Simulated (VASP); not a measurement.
# ScAl3N4 (Imm2) in VASP: relaxation of cell and atoms with r2SCAN

Aim: the relaxation of cell and atoms of ScAl3N4 with r2SCAN.

All numbers are computed with VASP 6.6.1; they aren't measurements. Logs are shortened: lines on timing, memory, paths and dates and some standing lists are left out, and cuts for length are marked.

### Step 1. The cell of the first run

It takes space group Imm2 (No. 44, orthorhombic). The conventional cell has a = 3.221 Å, b = 10.123 Å, c = 5.580 Å, α = 90.00°, β = 90.00°, γ = 90.00°. Sc (site symmetry mm2) has 5 N at 1.86 to 2.53 Å within 2.6 Å. Al (site symmetry mm2) has 5 N at 1.86 to 2.53 Å within 2.6 Å. Within 2.6 Å of Al (site symmetry m) lie 5 N at 1.86 to 2.53 Å. Within 2.6 Å of N (site symmetry m) lie 4 Al at 1.86 to 2.53 Å and 1 Sc at 2.53 Å. N (site symmetry mm2) has 2 Sc at 1.86 Å and 3 Al at 1.86 to 2.53 Å within 2.6 Å. N (site symmetry mm2) has 4 Al at 1.86 to 2.53 Å and 1 Sc at 1.86 Å within 2.6 Å.

### Step 2. Relaxation of cell and atoms, r2SCAN

POSCAR

```
ScAl3N4
1.0
   -3.2215000000      0.0000000000      0.0000000000
    0.0000000000      5.5798016766      0.0000000000
    1.6107500000     -2.7899008383     -5.0615000000
Sc Al N
1 3 4
Direct
    0.0000000000      0.3333333300      0.0000000000
    0.5000000000      0.8333333300      0.0000000000
    0.7500000000      0.4166666700      0.5000000000
    0.2500000000      0.9166666700      0.5000000000
    0.7500000000      0.0833333300      0.5000000000
    0.2500000000      0.5833333300      0.5000000000
    0.5000000000      0.1666666700      0.0000000000
    0.0000000000      0.6666666700      0.0000000000
```

INCAR.step1

```
SYSTEM = ScAl3N4
ALGO = Normal
EDIFF = 1E-4
ENCUT = 600
GGA = PE
ISMEAR = 0
LASPH = .True.
LCHARG = .False.
LREAL = .False.
LWAVE = .True.
NELM = 100
PREC = Accurate
SIGMA = 0.1
```

INCAR.step2

```
SYSTEM = ScAl3N4
ALGO = Normal
EDIFF = 1E-6
EDIFFG = -0.05
ENCUT = 600
IBRION = 2
ISIF = 3
ISMEAR = 0
ISTART = 1
LASPH = .True.
LCHARG = .False.
LMIXTAU = .True.
LREAL = .False.
LWAVE = .False.
METAGGA = R2SCAN
NELM = 100
NSW = 100
PREC = Accurate
SIGMA = 0.1
```

KPOINTS

```
k-points
0
Gamma
  6 6 6
  0 0 0
```

Potentials or basis: VASP PAW PBE potentials, release 64 (Sc_sv, Al, N).

Run with:

```
cat potpaw_PBE.64/Sc_sv/POTCAR potpaw_PBE.64/Al/POTCAR potpaw_PBE.64/N/POTCAR > POTCAR
cp INCAR.step1 INCAR
mpirun -np 1 vasp_std > vasp.out
cp INCAR.step2 INCAR
mpirun -np 1 vasp_std > vasp.out
```

OUTCAR:

```text
SYSTEM = ScAl3N4
   EDIFF = 1E-6
   EDIFFG = -0.05
   ENCUT = 600
   IBRION = 2
   ISIF = 3
   ISMEAR = 0
   ISTART = 1
   LASPH = .True.
   LREAL = .False.
   METAGGA = R2SCAN
   NELM = 100
   NSW = 100
   PREC = Accurate

 ion  position               nearest neighbor table
   1  0.000  0.333  0.000-   7 1.86   7 1.86   8 1.86   5 2.53   6 2.53   4 3.14   3 3.14   3 3.14
                             4 3.14   4 3.14   3 3.14   2 3.22   2 3.22   2 3.22   2 3.22
   2  0.500  0.833  0.000-   8 1.86   8 1.86   7 1.86   6 2.53   5 2.53   3 3.14   4 3.14   4 3.14
                             3 3.14   4 3.14   3 3.14   1 3.22   1 3.22   1 3.22   1 3.22
   3  0.750  0.417  0.500-   6 1.86   6 1.86   5 1.86   7 2.53   8 2.53   1 3.14   2 3.14   2 3.14
                             1 3.14   1 3.14   2 3.14   4 3.22   4 3.22   4 3.22   4 3.22
   4  0.250  0.917  0.500-   5 1.86   5 1.86   6 1.86   8 2.53   7 2.53   2 3.14   1 3.14   1 3.14
                             2 3.14   2 3.14   1 3.14   3 3.22   3 3.22   3 3.22   3 3.22
   5  0.750  0.083  0.500-   4 1.86   4 1.86   3 1.86   2 2.53   1 2.53
   6  0.250  0.583  0.500-   3 1.86   3 1.86   4 1.86   1 2.53   2 2.53
   7  0.500  0.167  0.000-   1 1.86   1 1.86   2 1.86   4 2.53   3 2.53
   8  0.000  0.667  0.000-   2 1.86   2 1.86   1 1.86   3 2.53   4 2.53

  LATTYP: Found a body centered orthorhombic cell.
 ALAT       =     3.2215000000
 B/A-ratio  =     1.7320508076
 C/A-ratio  =     3.1423250039

  Lattice vectors:

 A1 = (  -1.6107500000,   2.7899008383,   5.0615000000)
 A2 = (   1.6107500000,  -2.7899008383,   5.0615000000)
 A3 = (   1.6107500000,   2.7899008383,  -5.0615000000)

Analysis of symmetry for initial positions (statically):
=====================================================================
 Subroutine PRICEL returns:
 Original cell was already a primitive cell.

 Routine SETGRP: Setting up the symmetry group for a
 body centered orthorhombic supercell.

 Subroutine GETGRP returns: Found  4 space group operations
 (whereof  4 operations were pure point group operations)
 out of a pool of  8 trial point group operations.

The static configuration has the point symmetry C_2v.

Analysis of symmetry for dynamics (positions and initial velocities):
=====================================================================
 Subroutine PRICEL returns:
 Original cell was already a primitive cell.

 Routine SETGRP: Setting up the symmetry group for a
 body centered orthorhombic supercell.

 Subroutine GETGRP returns: Found  4 space group operations
[... 139 lines left out ...]
   LORBIT       =      0    0 simple, 1 ext, 2 COOP (PROOUT), +10 PAW based schemes
   METAGGA = R2SCAN    functional components
   LHFCALC =     F    Hartree Fock is set to
   AEXX    =    0.0000 exact exchange contribution
   IVDW    =     0    specifies the selected vdW correction
   LEPSILON=     F    determine dielectric tensor
   LRPA    =     F    only Hartree local field effects (RPA)
 conjugate gradient relaxation of ions
 non-spin polarized calculation
 Gauss-broadening in eV      SIGMA  =   0.10
  energy-cutoff  :      600.00
  volume of cell :       90.98
 maximum number of plane-waves:      3066
 NGX is ok and might be reduce to    28
   NGX = 13   NGY = 23   NGZ = 23

--------------------------------------- Ionic step        1  -------------------------------------------

 number of electron      39.9999998 magnetization

 Free energy of the ion-electron system (eV)
  ---------------------------------------------------
  ext. energy  EPLUGINS =         0.00000000
  ---------------------------------------------------
  free energy    TOTEN  =       -78.81916708 eV

  energy without entropy =      -78.81916708  energy(sigma->0) =      -78.81916708

------------------------ aborting loop because EDIFF is reached ----------------------------------------

  FORCE on cell =-STRESS in cart. coord.  units (eV):
  Direction    XX          YY          ZZ          XY          YZ          ZX
  --------------------------------------------------------------------------------------
  -------------------------------------------------------------------------------------
  Total       10.6443522     11.4974367     -8.2501516      0.0000000      0.0000000      0.0000000
  in kB      187.4449214    202.4675693   -145.2835254      0.0000000      0.0000000      0.0000000
  external PRESSURE =      81.5429884 kB  Pullay stress =       0.0000000 kB
[... 107 lines left out ...]
  FREE ENERGIE OF THE ION-ELECTRON SYSTEM (eV)
  ---------------------------------------------------
  free  energy   TOTEN  =       -79.8958382877 eV

  energy  without entropy=      -79.8958382877  energy(sigma->0) =      -79.89583829

[... ionic steps 4 to 12 ...]

--------------------------------------- Ionic step       13  -------------------------------------------

 number of electron      40.0000002 magnetization

------------------------ aborting loop because EDIFF is reached ----------------------------------------
[... 79 lines left out ...]
--------------------------------------- Ionic step       15  -------------------------------------------

 number of electron      40.0000002 magnetization

 Free energy of the ion-electron system (eV)
  ---------------------------------------------------
  ext. energy  EPLUGINS =         0.00000000
  ---------------------------------------------------
  free energy    TOTEN  =       -80.93437372 eV

  energy without entropy =      -80.93437372  energy(sigma->0) =      -80.93437372

 E-fermi :   7.2030     XC(G=0): -11.7260

 val. band max:        6.7204624532   @ k =   0.0000   0.0000   0.0000
 cond. band min:       9.7832807792   @ k =   0.3333   0.0000   0.3333
 fundamental gap:      3.0628183260
 Fermi energy:         7.2029771742

 k-point     1 :       0.0000    0.0000    0.0000
  band No.  band energies     occupation
      1     -42.8451      2.00000
      2     -20.7163      2.00000
      3     -20.7155      2.00000
      4     -20.6041      2.00000
      5     -10.1138      2.00000
      6      -7.8963      2.00000
[... 661 lines left out ...]
     24      11.7379      0.00000
     25      13.4702      0.00000

 [... further k-points ...]

------------------------ aborting loop because EDIFF is reached ----------------------------------------

  FORCE on cell =-STRESS in cart. coord.  units (eV):
  Direction    XX          YY          ZZ          XY          YZ          ZX
  --------------------------------------------------------------------------------------
  -------------------------------------------------------------------------------------
  Total       -0.0202959     -0.0300988     -0.0202968      0.0000000      0.0000000      0.0000000
  in kB       -0.3814661     -0.5657161     -0.3814840      0.0000000      0.0000000      0.0000000
  external PRESSURE =      -0.4428887 kB  Pullay stress =       0.0000000 kB
[... 23 lines left out ...]
  FREE ENERGIE OF THE ION-ELECTRON SYSTEM (eV)
  ---------------------------------------------------
  free  energy   TOTEN  =       -80.9343737189 eV

  energy  without entropy=      -80.9343737189  energy(sigma->0) =      -80.93437372

 reached required accuracy - stopping structural energy minimisation
```

OUTCAR.step1:

```text
SYSTEM = ScAl3N4
   EDIFF = 1E-4
   ENCUT = 600
   GGA = PE
   ISMEAR = 0
   LASPH = .True.
   LREAL = .False.
   NELM = 100
[... 921 lines left out ...]
      0.00000      1.85993     -2.53075        -0.000000     -0.003124     -0.030222
     -1.61075      0.92997      0.00000        -0.000000     -4.459947      0.000000
      0.00000      3.71987      0.00000        -0.000000      4.545701      0.000000
 -----------------------------------------------------------------------------------
    total drift:                                0.000000     -0.003091     -0.000000

  FREE ENERGIE OF THE ION-ELECTRON SYSTEM (eV)
  ---------------------------------------------------
  free  energy   TOTEN  =       -59.6346965831 eV

  energy  without entropy=      -59.6346965831  energy(sigma->0) =      -59.63469658
```

OSZICAR.step1:

```text
N       E                     dE             d eps       ncg     rms          rms(c)
DAV:   1     0.456780027658E+03    0.45678E+03   -0.20595E+04  2300   0.173E+03
DAV:   2     0.567157193685E+01   -0.45111E+03   -0.44444E+03  2644   0.474E+02
DAV:   3    -0.686064998015E+02   -0.74278E+02   -0.71170E+02  3469   0.164E+02
DAV:   4    -0.718326267180E+02   -0.32261E+01   -0.32194E+01  3432   0.398E+01
DAV:   5    -0.718799499561E+02   -0.47323E-01   -0.47283E-01  3328   0.504E+00    0.283E+01
DAV:   6    -0.596166975286E+02    0.12263E+02   -0.67973E+01  3864   0.574E+01    0.112E+01
DAV:   7    -0.596826965098E+02   -0.65999E-01   -0.28606E+00  3670   0.148E+01    0.751E+00
DAV:   8    -0.596391390127E+02    0.43557E-01   -0.25846E-01  3480   0.438E+00    0.884E-01
DAV:   9    -0.596337216044E+02    0.54174E-02   -0.31649E-02  3144   0.120E+00    0.400E-01
DAV:  10    -0.596343836043E+02   -0.66200E-03   -0.99333E-03  3480   0.653E-01    0.180E-01
DAV:  11    -0.596347473096E+02   -0.36371E-03   -0.21801E-03  3136   0.321E-01    0.678E-02
DAV:  12    -0.596346965831E+02    0.50727E-04   -0.63093E-04  2976   0.167E-01
   1 F= -.59634697E+02 E0= -.59634697E+02  d E =-.438245E-15
```

Wall time 69 min (1 thread of Intel Xeon Platinum 8488C (Sapphire Rapids), shared host); peak memory 0.36 GiB.

Results:

* Free energy: -80.9344 eV
* Relaxed volume: 10.66 Å³/atom
* Relaxed cell: a = 3.393 Å, b = 5.967 Å, c = 5.432 Å, α = 123.31°, β = 108.20°, γ = 90.00°
* Space group after relaxing (to 0.1 Å): Imm2 (No. 44)
* Energy gained by relaxing: 264.4 meV/atom
* Ionic steps: 15
* Pressure after relaxing: 0.0 GPa
* Largest force after relaxing: 0.040 eV/Å
* Band gap on the k mesh: 3.06 eV (least direct gap 3.25 eV)

Forces in eV/Å, atoms in the order of the input:
```
Sc   0.000 -0.010  0.000
Al   0.000 -0.014  0.000
Al   0.000  0.009  0.003
Al   0.000  0.009 -0.003
N    0.000  0.013  0.011
N    0.000  0.013 -0.011
N    0.000 -0.040  0.000
N    0.000  0.021  0.000
```

The path:
| step | energy change (eV) | largest force (eV/Å) | pressure (GPa) | volume (Å³) |
| --- | --- | --- | --- | --- |
| 1 | 0.0000 | 4.9130 | 8.15 | 90.98 |
| 2 | -0.5841 | 4.4353 | -16.45 | 98.38 |
| 3 | -1.0767 | 0.6979 | -9.11 | 95.17 |
| 4 | -1.6740 | 1.4080 | -2.20 | 88.37 |
| 5 | -1.7672 | 1.8666 | 2.38 | 85.59 |
| 6 | -2.0045 | 1.2969 | 3.29 | 84.16 |
| 7 | -2.0060 | 1.2375 | 3.07 | 84.26 |
| 8 | -2.0939 | 0.2907 | -2.82 | 86.41 |
| 9 | -2.0952 | 0.2721 | -2.23 | 86.17 |
| 10 | -2.1120 | 0.1100 | 0.76 | 84.87 |
| 11 | -2.1129 | 0.1247 | 0.19 | 85.10 |
| 12 | -2.1142 | 0.0960 | 0.02 | 85.18 |
| 13 | -2.1144 | 0.1359 | -0.10 | 85.24 |
| 14 | -2.1151 | 0.0546 | -0.07 | 85.24 |
| 15 | -2.1152 | 0.0404 | -0.04 | 85.24 |

Final structure:
```xyz
8
Lattice="-3.3925 0.0000 0.0000 0.0000 5.9671 0.0000 1.6963 -2.9836 -4.2109" Properties=species:S:1:pos:R:3 pbc="T T T"
Sc    0.0000    1.9807    0.0000
Al   -1.6963    4.9899    0.0000
Al   -1.6963    0.9930   -2.1403
Al    0.0000    3.9765   -2.0705
N    -1.6963   -0.9900   -2.0397
N     0.0000    1.9935   -2.1712
N    -1.6963    0.8822    0.0000
N     0.0000    4.0755    0.0000
```

Levels at points of the mesh, in eV from the valence-band top:
```tsv
k point	band 17	band 18	band 19	band 20	band 21	band 22	band 23	band 24
(0.00, 0.00, 0.00)	-1.95	-1.77	-1.63	0.00	3.25	4.34	4.39	4.78
(0.50, 0.00, 0.00)	-2.34	-2.14	-1.62	-1.00	3.75	4.30	4.31	4.71
(0.00, 0.50, 0.00)	-2.13	-1.62	-1.38	-0.97	4.04	4.65	5.02	5.35
(0.50, 0.50, 0.00)	-2.28	-1.79	-1.63	-0.89	3.43	4.06	4.64	5.18
(0.00, 0.00, 0.50)	-2.59	-2.36	-2.30	-1.24	4.10	4.40	4.87	5.55
```

Caveat: the PAW data sets were made with another functional, which shifts forces and pressure a little; the relaxation stopped at a loose force limit of 0.05 eV/Å, so its end isn't a converged minimum.
